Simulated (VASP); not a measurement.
MgS, 4 atoms in the cell. The structure is hexagonal, space group P6_3mc (No. 186). Conventional cell: a = 4.035 Å, b = 4.035 Å, c = 6.432 Å, α = 90.00°, β = 90.00°, γ = 120.00°. Mg (site symmetry 3m) has 4 S at 2.45 to 2.47 Å within 3.2 Å. Within 3.2 Å of S (site symmetry 3m) lie 4 Mg at 2.45 to 2.47 Å. 

```yaml
Program: VASP 6.6.1
Task: single point
Functional: PBE
Potentials_or_basis: VASP PAW PBE potentials, release 64 (Mg, S)
Cutoff: 500 eV
k_mesh: 3 × 3 × 1, shifted
Occupations: gaussian, width 0.1 eV
Spin: non-collinear spin, zero start, spin-orbit coupling
Starting_moments: "[[0.0, 0.0, 0.0], [0.0, 0.0, 0.0], [0.0, 0.0, 0.0], [0.0, 0.0, 0.0]] μB"
Dipole_correction: no
Further_INCAR_settings: ALGO = Normal; EDIFF = 1e-06; NBANDS = 30; ISYM = -1
```

Potentials or basis: VASP PAW PBE potentials, release 64 (Mg, S).

The run is started by

```console
$ cat potpaw_PBE.64/Mg/POTCAR potpaw_PBE.64/S/POTCAR > POTCAR
$ mpirun -np 1 vasp_ncl > vasp.out
```

Hardware: 1 thread of Intel Xeon 8259CL, with other jobs on the host.

Estimate the wall time of this run.

Run time: 2.3 min on 1 thread of Intel Xeon 8259CL, with other jobs on the host, peak memory 0.36 GiB. Counts: scf iterations 15, k points 9.
